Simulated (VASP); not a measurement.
Input of a VASP 6.6.1 run:

The input INCAR:

```
SYSTEM = YF
ALGO     = Normal         ! electronic algorithm
EDIFF    = 1E-6           ! SCF threshold, eV
ENCUT    = 520            ! plane-wave cutoff, eV
GGA      = PE             ! functional
ISIF     = 2              ! what is computed and relaxed
ISMEAR   = 0              ! smearing method
LASPH    = .True.         ! aspherical terms in the spheres
LCHARG   = .True.         ! write CHGCAR
LELF     = .True.         ! ELF
LREAL    = .False.        ! projectors in reciprocal space
LVHAR    = .True.       
LWAVE    = .False.        ! write WAVECAR
NBANDS   = 26             ! bands
NELM     = 60             ! most SCF steps
PREC     = Accurate       ! precision mode
SIGMA    = 0.1            ! smearing width, eV
```

KPOINTS

```
k-points
0
Gamma
  4 4 4
  0 0 0
```

The input POSCAR:

```
YF
1.0
    3.9142846100      0.0000000000      0.0000000000
    0.0000000000      3.9142846100      0.0000000000
    0.0000000000      0.0000000000      5.5356343800
Y F
2 2
Direct
    0.5000000000      0.0000000000      0.7500000000
    0.0000000000      0.5000000000      0.2500000000
    0.0000000000      0.0000000000      0.0000000000
    0.5000000000      0.5000000000      0.0000000000
```

Potentials or basis: VASP PAW PBE potentials, release 64 (Y_sv, F).

Launch:

```bash
$ cat potpaw_PBE.64/Y_sv/POTCAR potpaw_PBE.64/F/POTCAR > POTCAR
$ mpirun -np 1 vasp_std > vasp.out
```

(1) Estimate the band gap on the k mesh.

(2) What does it give for the largest force?

(3) Estimate the pressure.

Answers

(1) zero (bands 18 and 19 overlap by 0.53 eV).

(2) 0.816 eV/Å.

(3) -3.0 GPa.

Caveat: the k points lie up to 0.40 Å⁻¹ apart, too coarse for converged energies and pressures of a metal; the cell differs from its parent crystal (atoms taken out).
